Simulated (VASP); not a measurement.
# Ta2N (P-3m1) in VASP: notebook, part 2 of 2

VASP 6.6.1. The steps go on from the part before.

## 3. Relaxation of cell and atoms, PBEsol+U

The input, INCAR:

```
SYSTEM = Ta2N
ALGO = Normal
EDIFF = 1E-7
EDIFFG = -0.01
ENCUT = 600
GGA = PS
IBRION = 2
ISIF = 3
ISMEAR = -1
LASPH = .True.
LCHARG = .False.
LDAU = .True.
LDAUJ = 0 0
LDAUL = 2 -1
LDAUPRINT = 1
LDAUTYPE = 2
LDAUU = 5 0
LMAXMIX = 4
LREAL = .False.
LWAVE = .False.
NELM = 150
NSW = 60
PREC = Accurate
SIGMA = 0.05
```

The input, KPOINTS:

```
k-points
0
Gamma
  10 10 6
  0 0 0
```

The input, POSCAR:

```
Ta2N
1.0
    3.1128615060      0.0000000000      0.0000000000
   -1.5564307530      2.6958171426      0.0000000000
    0.0000000000      0.0000000000      4.8698410000
Ta N
2 1
Direct
    0.3333333333      0.6666666667      0.2547110000
    0.6666666667      0.3333333333      0.7452890000
    0.0000000000      0.0000000000      0.0000000000
```

Potentials or basis: VASP PAW PBE potentials, release 64 (Ta_pv, N).

Launch:

```bash
cat potpaw_PBE.64/Ta_pv/POTCAR potpaw_PBE.64/N/POTCAR > POTCAR
mpirun -np 1 vasp_std > vasp.out
```

It took 2.6 min on 1 thread of Intel Xeon 6975P-C (Granite Rapids), shared host; peak memory 0.22 GiB.

Results (log left out):

| Item | Value |
| --- | --- |
| Free energy | -27.6322 eV |
| Relaxed volume | 13.85 Å³/atom |
| Relaxed cell | a = 3.100 Å, b = 3.100 Å, c = 4.994 Å, α = 90.00°, β = 90.00°, γ = 120.00° |
| Space group after relaxing (to 0.1 Å) | P-3m1 (No. 164) |
| Energy gained by relaxing | 10.7 meV/atom |
| Ionic steps | 8 |
| Pressure after relaxing | 0.0 GPa |
| Band gap on the k mesh | zero (an odd number of electrons rules out a gap without spin polarisation) |

The path:
| step | energy change (eV) | largest force (eV/Å) | pressure (GPa) | volume (Å³) |
| --- | --- | --- | --- | --- |
| 1 | 0.0000 | 0.3934 | 5.65 | 40.87 |
| 2 | 0.0648 | 0.3543 | -13.05 | 43.77 |
| 3 | -0.0215 | 0.1121 | -1.25 | 41.81 |
| 4 | -0.0315 | 0.0168 | -0.48 | 41.64 |
| 5 | -0.0319 | 0.0092 | -0.28 | 41.60 |
| 6 | -0.0319 | 0.0123 | -0.26 | 41.60 |
| 7 | -0.0318 | 0.0218 | 0.55 | 41.48 |
| 8 | -0.0320 | 0.0015 | 0.00 | 41.56 |

Final structure:
```
CELL_PARAMETERS angstrom
3.09979 0.00000 0.00000
-1.54989 2.68449 0.00000
0.00000 0.00000 4.99429
ATOMIC_POSITIONS crystal
Ta 0.33333 0.66667 0.25790
Ta 0.66667 0.33333 0.74210
N 0.00000 0.00000 0.00000
```

Levels at points of the mesh, in eV from the Fermi level:
```
           k point  band 10  band 11  band 12  band 13  band 14  band 15  band 16  band 17
(0.00, 0.00, 0.00)    -5.90    -5.84    -0.94    -0.16    -0.16    -0.11     0.65     0.65
(0.50, 0.00, 0.00)    -6.30    -4.58    -2.92    -1.77     1.31     2.00     3.83     3.84
(0.00, 0.00, 0.50)    -6.04    -3.40    -3.23    -0.89    -0.89     1.40     1.43     2.42
(0.50, 0.00, 0.50)    -6.10    -3.55    -2.57    -2.39    -0.72     0.81     3.69     3.69
```

Eigenvalues of the final occupation matrices:
| site | spin | trace | eigenvalues |
| --- | --- | --- | --- |
| site 1 d | 1 | 1.09 | 0.20 0.20 0.22 0.22 0.24 |
| site 1 d | 2 | 1.09 | 0.20 0.20 0.22 0.22 0.24 |
| site 2 d | 1 | 1.09 | 0.20 0.20 0.22 0.22 0.24 |
| site 2 d | 2 | 1.09 | 0.20 0.20 0.22 0.22 0.24 |

Caveat: the PAW data sets were made with another functional, which shifts forces and pressure a little; spin-orbit coupling is left out, which moves the levels of the heavy elements; U without spin polarisation on a metal has little footing.

## 4. Relaxation of cell and atoms, PBEsol+U

The input, INCAR:

```
SYSTEM = Ta2N
PREC = Accurate
ENCUT = 600
EDIFF = 1E-6
ISMEAR = -1
SIGMA = 0.05
LREAL = .False.
LASPH = .True.
NELM = 150
ALGO = Normal
ISIF = 3
LWAVE = .False.
LCHARG = .False.
LMAXMIX = 4
LDAU = .True.
LDAUTYPE = 2
LDAUL = 2 -1
LDAUU = 6 0
LDAUJ = 0 0
LDAUPRINT = 1
GGA = PS
IBRION = 2
NSW = 60
EDIFFG = -0.01
```

The input, KPOINTS:

```
regular mesh
0
Gamma
  10 10 6
  0 0 0
```

POSCAR is that of step 3.

Launch:

```bash
cat potpaw_PBE.64/Ta_pv/POTCAR potpaw_PBE.64/N/POTCAR > POTCAR
mpirun -np 1 vasp_std > vasp.out
```

Wall time 2.6 min (1 thread of Intel Xeon 6975P-C (Granite Rapids), shared host); peak memory 0.23 GiB.

Results (log left out):

```
Free energy                           : -25.9480 eV
Relaxed volume                        : 14.00 Å³/atom
Relaxed cell                          : a = 3.104 Å, b = 3.104 Å, c = 5.034 Å, α = 90.00°, β = 90.00°, γ = 120.00°
Space group after relaxing (to 0.1 Å) : P-3m1 (No. 164)
Energy gained by relaxing             : 19.3 meV/atom
Ionic steps                           : 10
Pressure after relaxing               : -0.1 GPa
Largest force after relaxing          : 0.003 eV/Å
Band gap on the k mesh                : zero (an odd number of electrons rules out a gap without spin polarisation)
```

Forces in eV/Å, atoms in the order of the input:
```
Ta   0.000  0.000 -0.003
Ta   0.000  0.000  0.003
N    0.000  0.000  0.000
```

The path:
```csv
step,energy change (eV),largest force (eV/Å),pressure (GPa),volume (Å³)
1,0.0000,0.5235,8.77,40.87
2,0.1611,0.5244,-18.47,45.43
3,-0.0440,0.1232,-1.29,42.25
4,-0.0440,0.1334,-1.06,42.21
5,-0.0569,0.0269,-0.32,42.05
6,-0.0579,0.0059,-0.03,41.99
7,-0.0580,0.0117,0.04,41.98
8,-0.0580,0.0144,0.06,41.98
9,-0.0580,0.0001,-0.09,42.00
10,-0.0580,0.0033,-0.07,42.00
```

Final structure:
```yaml
crystal:
  lattice:
    - [3.10362, 0.00000, 0.00000]
    - [-1.55181, 2.68781, 0.00000]
    - [0.00000, 0.00000, 5.03450]
  atoms:
    - { symbol: Ta, position: [0.33333, 0.66667, 0.25850] }
    - { symbol: Ta, position: [0.66667, 0.33333, 0.74150] }
    - { symbol: N, position: [0.00000, 0.00000, 0.00000] }
```

Levels at points of the mesh, in eV from the Fermi level:
```tsv
k point	band 11	band 12	band 13	band 14	band 15	band 16
(0.00, 0.00, 0.00)	-5.84	-1.00	-0.21	-0.14	-0.14	0.75
(0.50, 0.00, 0.00)	-4.55	-2.98	-1.87	1.20	2.01	3.71
(0.00, 0.00, 0.50)	-3.52	-3.36	-0.83	-0.83	1.28	1.33
(0.50, 0.00, 0.50)	-3.62	-2.66	-2.42	-0.82	0.85	3.70
```

Eigenvalues of the final occupation matrices:
```tsv
site	spin	trace	eigenvalues
site 1 d	1	1.06	0.19 0.19 0.22 0.22 0.24
site 1 d	2	1.06	0.19 0.19 0.22 0.22 0.24
site 2 d	1	1.06	0.19 0.19 0.22 0.22 0.24
site 2 d	2	1.06	0.19 0.19 0.22 0.22 0.24
```

Caveat: the PAW data sets were made with another functional, which shifts forces and pressure a little; spin-orbit coupling is left out, which moves the levels of the heavy elements; U without spin polarisation on a metal has little footing.

## 5. Single point, PBEsol+U

This run uses another cell than the first one, of 14.17 Å³/atom.

The input, INCAR:

```
SYSTEM = Ta2N
PREC = Accurate
ENCUT = 700
EDIFF = 1E-6
ISMEAR = 0
SIGMA = 0.1
LREAL = .FALSE.
LASPH = .TRUE.
NELM = 200
ALGO = Normal
ISIF = 2
LWAVE = .FALSE.
LCHARG = .FALSE.
LMAXMIX = 4
LDAU = .TRUE.
LDAUTYPE = 2
LDAUL = 2 -1
LDAUU = 2 0
LDAUJ = 0 0
LDAUPRINT = 1
GGA = PS
NBANDS = 22
GGA_COMPAT = .FALSE.
```

The input, KPOINTS:

```
regular mesh
0
G
  10 10 6
  0 0 0
```

The input, POSCAR:

```
Ta2N
1.0
    3.1538249076      0.0000000000      0.0000000000
   -1.5769124538      2.7312924890      0.0000000000
    0.0000000000      0.0000000000      4.9339252043
Ta N
2 1
Direct
    0.3333333333      0.6666666667      0.2547110000
    0.6666666667      0.3333333333      0.7452890000
    0.0000000000      0.0000000000      0.0000000000
```

Potentials or basis: VASP PAW PBE potentials, release 64 (Ta_sv_GW, N).

Launch:

```bash
cat potpaw_PBE.64/Ta_sv_GW/POTCAR potpaw_PBE.64/N/POTCAR > POTCAR
mpirun -np 1 vasp_std > vasp.out
```

It took 90 s on 1 thread of AMD EPYC 7R13 (Zen 3), shared host; peak memory 0.23 GiB.

Results (log left out):

* Free energy: -37.8624 eV
* Pressure: -13.6 GPa
* Largest force: 0.212 eV/Å
* Band gap on the k mesh: zero (an odd number of electrons rules out a gap without spin polarisation)

Forces on the atoms (eV/Å):
```
Ta   0.000  0.000 -0.212
Ta   0.000  0.000  0.212
N    0.000  0.000  0.000
```

Stress tensor (GPa, compression positive):
```
-14.40   0.00   0.00
  0.00 -14.40   0.00
  0.00   0.00 -12.11
```

Levels at points of the mesh, in eV from the Fermi level:
```tsv
k point	band 11	band 12	band 13	band 14	band 15	band 16	band 17	band 18	band 19	band 20
(0.00, 0.00, 0.00)	-5.91	-5.91	-5.25	-0.64	-0.19	-0.19	0.19	0.30	0.30	1.14
(0.50, 0.00, 0.00)	-6.45	-6.23	-4.37	-2.69	-1.54	1.68	1.77	3.49	3.83	3.89
(0.00, 0.00, 0.50)	-6.07	-6.07	-2.85	-2.81	-1.03	-1.03	1.43	1.64	2.20	2.20
(0.50, 0.00, 0.50)	-6.56	-6.01	-3.24	-2.28	-2.23	-0.31	0.71	3.18	3.32	3.86
```

Eigenvalues of the final occupation matrices:
```
    site  spin  trace               eigenvalues
site 1 d     1   1.11  0.21 0.21 0.23 0.23 0.24
site 1 d     2   1.11  0.21 0.21 0.23 0.23 0.24
site 2 d     1   1.11  0.21 0.21 0.23 0.23 0.24
site 2 d     2   1.11  0.21 0.21 0.23 0.23 0.24
```

Caveat: the cell stands under tension; the PAW data sets were made with another functional, which shifts forces and pressure a little; spin-orbit coupling is left out, which moves the levels of the heavy elements; U without spin polarisation on a metal has little footing.

## 6. Overview

```tsv
task	potentials or basis	U	cell	cutoff (eV)	smearing	gap on the mesh (eV)	pressure (GPa)	relaxed volume (Å³/atom)
relaxation of cell and atoms	VASP PAW PBE potentials, release 64 (Ta_pv, N)	Ta d U = 4.0 eV	relaxed from a = 3.113, b = 3.113, c = 4.870 Å, angles 90.0, 90.0, 120.0°, 3 atoms	600	fermi-dirac 0.05 eV	none	0.0	13.72
relaxation of cell and atoms	VASP PAW PBE potentials, release 64 (Ta_pv, N)	Ta d U = 5.0 eV	relaxed from a = 3.113, b = 3.113, c = 4.870 Å, angles 90.0, 90.0, 120.0°, 3 atoms	600	fermi-dirac 0.05 eV	none	0.0	13.85
relaxation of cell and atoms	VASP PAW PBE potentials, release 64 (Ta_pv, N)	Ta d U = 6.0 eV	relaxed from a = 3.113, b = 3.113, c = 4.870 Å, angles 90.0, 90.0, 120.0°, 3 atoms	600	fermi-dirac 0.05 eV	none	-0.1	14.00
single point	VASP PAW PBE potentials, release 64 (Ta_sv_GW, N)	Ta d U = 2.0 eV	a = 3.154, b = 3.154, c = 4.934 Å, angles 90.0, 90.0, 120.0°, 3 atoms	700	gaussian 0.1 eV	none	-13.6	-
```

Alike in all rows: level PBEsol+U; no spin polarisation; k mesh 10 × 10 × 6.

Caveats: the PAW data sets were made with another functional, which shifts forces and pressure a little; spin-orbit coupling is left out, which moves the levels of the heavy elements; U without spin polarisation on a metal has little footing; the cell stands under tension (at least some runs).

Absolute energies hang on the potentials; compare differences alone.
